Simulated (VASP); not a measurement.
LiH:

```xyz
2
Lattice="0.0604 2.0634 2.0634 2.0634 0.0604 2.0634 2.0634 2.0634 0.0604" Properties=species:S:1:pos:R:3 pbc="T T T"
Li    0.0000    0.0000    0.0000
H     2.0935    2.0935    2.0935
```

This cell differs from its parent crystal: strain along [111] +4.5%.

Base run:

```yaml
Program: VASP 6.6.1
Functional: PBE
Potentials_or_basis: VASP PAW PBE potentials, release 64 (Li_sv, H)
Cutoff: 520 eV
k_mesh: 10 × 10 × 10
Occupations: fermi-dirac, width 0.02 eV
Spin: no spin polarisation
```

Its results: band gap on the k mesh 3.00 eV, direct.

Problem. The run is repeated on the same cell with these changes: functional from PBE to r2SCAN; occupations from fermi-dirac, width 0.02 eV to gaussian, width 0.01 eV. What comes out?

Solution. Band gap on the k mesh 3.60 eV, direct.

A k mesh can miss the band edges.
